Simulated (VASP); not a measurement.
# Ta: single point with LDA

The system is Ta.

```
Ta
1.0
     2.86117    0.00000    0.00000
    -1.43059    2.47785    0.00000
     0.00000    0.00000    5.09645
Ta
2
Direct
  0.66667 0.33333 0.75000
  0.33333 0.66667 0.25000
```

```yaml
Program: VASP 6.6.1
Task: single point
Functional: LDA
Potentials_or_basis: VASP PAW LDA potentials, release 64 (Ta_pv)
Cutoff: 520 eV
k_mesh: 11 × 11 × 6
Occupations: methfessel-paxton, width 0.1 eV
Spin: no spin polarisation
```

| Property | Result |
| --- | --- |
| Pressure | -3.6 GPa |
| Band gap on the k mesh | zero (band 11 reaches 7.43 eV, above the bottom of band 12 at 5.00 eV) |

Stress tensor (GPa, compression positive):
```
-3.98  0.00  0.00
 0.00 -3.98  0.00
 0.00  0.00 -2.92
```

Levels at points of the mesh, in eV from the Fermi level:
```tsv
k point	band 7	band 8	band 9	band 10	band 11	band 12	band 13	band 14	band 15	band 16
(0.00, 0.00, 0.00)	-8.22	-4.98	-0.63	0.17	0.58	0.58	1.17	1.17	3.03	3.03
(0.00, 0.00, 0.50)	-6.33	-6.33	-1.19	-1.19	0.63	0.63	0.63	0.63	4.55	4.55
```

Run time: 14 s on 1 thread of Intel(R) Xeon(R) Platinum 8488C (Sapphire Rapids) (shared host), peak memory 0.16 GiB.

Caveat: spin-orbit coupling is left out, which moves the levels of the heavy elements.
